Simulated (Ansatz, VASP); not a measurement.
## CdS in VASP and in Ansatz

```
CELL_PARAMETERS angstrom
0.00000 2.79360 2.67720
2.79360 0.00000 2.67720
2.79360 2.79360 0.00000
ATOMIC_POSITIONS crystal
Cd 0.00000 0.00000 0.00000
S 0.75000 0.75000 0.75000
```

Change from the starting cell: strain -0.040 along x and y, -0.080 along z, atoms carried along.

Alike in both runs: task single point; functional r2SCAN; k mesh 8 × 8 × 8; occupations gaussian, width 0.05 eV; no spin polarisation.

```csv
,VASP,Ansatz
version,VASP 6.6.1,Ansatz 0.2.0
potentials or method,"VASP PAW PBE potentials, release 64 (Cd, S), cutoff 520 eV","scalar-relativistic, plane waves, PAW"
valence electrons in the cell,18,26
```

|  | VASP | Ansatz | Ansatz less VASP |
| --- | --- | --- | --- |
| gap on the k mesh at the Fermi level (eV) | 1.88 | 1.86 | -0.014 |
| least direct gap on the mesh (eV) | 1.88 | 1.86 | -0.014 |
| pressure (GPa) | 18.8 | 18.1 | -0.73 |
| traceless stress, the component that is largest in VASP (GPa) | -0.19 | -0.17 | +0.018 |

VASP's potentials were made for PBE, not for r2SCAN. VASP's potentials hold 18 valence electrons a cell and Ansatz's 26, so a difference there can come from the potentials and not from the codes.
